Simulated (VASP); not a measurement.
**Ti4C: single point with PBE**

Ti4C, a slab with vacuum:

```
Ti C
1.0
     2.90765    0.00000    0.00000
     0.00000    4.11204    0.00000
     0.00000    0.00000   19.65381
Ti C
4 1
Direct
  0.50000 0.50000 0.20352
  0.00000 0.00000 0.27749
  0.50000 0.50000 0.34395
  0.00000 0.00000 0.41487
  0.00000 0.20000 0.49755
```

```
Program                : VASP 6.6.1
Task                   : single point
Functional             : PBE
Potentials or basis    : VASP PAW PBE potentials, release 64 (Ti_sv, C)
Cutoff                 : 520 eV
k mesh                 : 9 × 7 × 1
Occupations            : gaussian, width 0.1 eV
Spin                   : no spin polarisation
Dipole correction      : yes
Further INCAR settings : ALGO = Normal; EDIFF = 1e-06; NBANDS = 34
```

```json
{
 "Largest force": "1.204 eV/Å",
 "Band gap on the k mesh": "zero (band 26 reaches -0.17 eV, above the bottom of band 27 at -0.74 eV)"
}
```

Forces in eV/Å, atoms in the order of the input:
```
Ti   0.000 -0.117  0.505
Ti   0.000  0.222 -0.470
Ti   0.000 -0.343 -0.056
Ti   0.000 -0.964 -0.035
C    0.000  1.203  0.056
```

Levels at points of the mesh, in eV from the Fermi level:
| k point | band 22 | band 23 | band 24 | band 25 | band 26 | band 27 | band 28 | band 29 | band 30 | band 31 |
| --- | --- | --- | --- | --- | --- | --- | --- | --- | --- | --- |
| (0.00, 0.00, 0.00) | -1.49 | -1.00 | -0.71 | -0.18 | 0.05 | 0.27 | 0.54 | 0.82 | 0.87 | 1.19 |

Run time: 4.3 min on 1 thread of Intel(R) Xeon(R) 6975P-C (Granite Rapids), with other jobs on the host, peak memory 0.38 GiB.
